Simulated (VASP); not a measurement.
Runs of VASP 6.6.1 on TaN. The structure is that of space group P6_3/mmc (No. 194), or close to it. The cells are those of the table. 

```csv
cell,gap on the mesh (eV),pressure (GPa)
"a = 3.048, b = 3.048, c = 5.016 Å, angles 90.0, 90.0, 120.0°, 4 atoms",none,37.7
"a = 3.109, b = 3.109, c = 4.918 Å, angles 90.0, 90.0, 120.0°, 4 atoms",none,33.2
"a = 3.048, b = 3.048, c = 4.918 Å, angles 90.0, 90.0, 120.0°, 4 atoms",none,50.1
"a = 3.078, b = 3.078, c = 4.918 Å, angles 90.0, 90.0, 120.0°, 4 atoms",none,(b)
"a = 3.088, b = 3.088, c = 4.983 Å, angles 90.0, 90.0, 120.0°, 4 atoms",none,31.0
"a = 2.957, b = 2.957, c = 4.918 Å, angles 90.0, 90.0, 120.0°, 4 atoms",none,82.1
"a = 3.058, b = 3.058, c = 4.934 Å, angles 90.0, 90.0, 120.0°, 4 atoms",none,45.0
"a = 3.048, b = 3.048, c = 5.066 Å, angles 90.0, 90.0, 120.0°, 4 atoms",none,(a)
"a = 3.048, b = 3.048, c = 4.869 Å, angles 90.0, 90.0, 120.0°, 4 atoms",none,56.9
"a = 3.108, b = 3.108, c = 5.014 Å, angles 90.0, 90.0, 120.0°, 4 atoms",none,22.7
```

Alike in all rows: task electric field gradients; level PBEsol; potentials or basis VASP PAW PBE potentials, release 64 (Ta_pv, N); no spin polarisation; k mesh 9 × 9 × 5; cutoff (eV) 520; smearing fermi-dirac 0.01 eV.

Fill in the values left out.

(a) 31.9; (b) 41.2.

Caveats: the PAW data sets were made with another functional, which shifts forces and pressure a little; spin-orbit coupling is left out, which moves the levels of the heavy elements.

A k mesh can miss the band edges, and the runs leave out spin-orbit coupling on Ta.

A gap of «none» marks levels without a gap at the run's occupations.
